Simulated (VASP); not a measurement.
A run of VASP 6.6.1 is set up as follows.

INCAR

```
PREC = Accurate
ENCUT = 520
EDIFF = 1E-7
ISMEAR = 1
SIGMA = 0.1
LREAL = F
LASPH = T
NELM = 60
ALGO = Normal
ISIF = 2
LWAVE = F
LCHARG = F
NBANDS = 8
```

Contents of KPOINTS:

```
Automatic mesh
0
Gamma
  9 9 9
```

File POSCAR:

```
As
1.0
   -1.6515827958      1.6515827958      1.6515827958
    1.6515827958     -1.6515827958      1.6515827958
    1.6515827958      1.6515827958     -1.6515827958
As
1
Direct
    0.0000000000      0.0000000000      0.0000000000
```

Potentials or basis: VASP PAW LDA potentials, release 64 (As).

Command:

```sh
$ cat potpaw_LDA.64/As/POTCAR > POTCAR
$ mpirun -np 1 vasp_std > vasp.out
```

Problem. Predict the pressure.

Solution. -0.7 GPa.
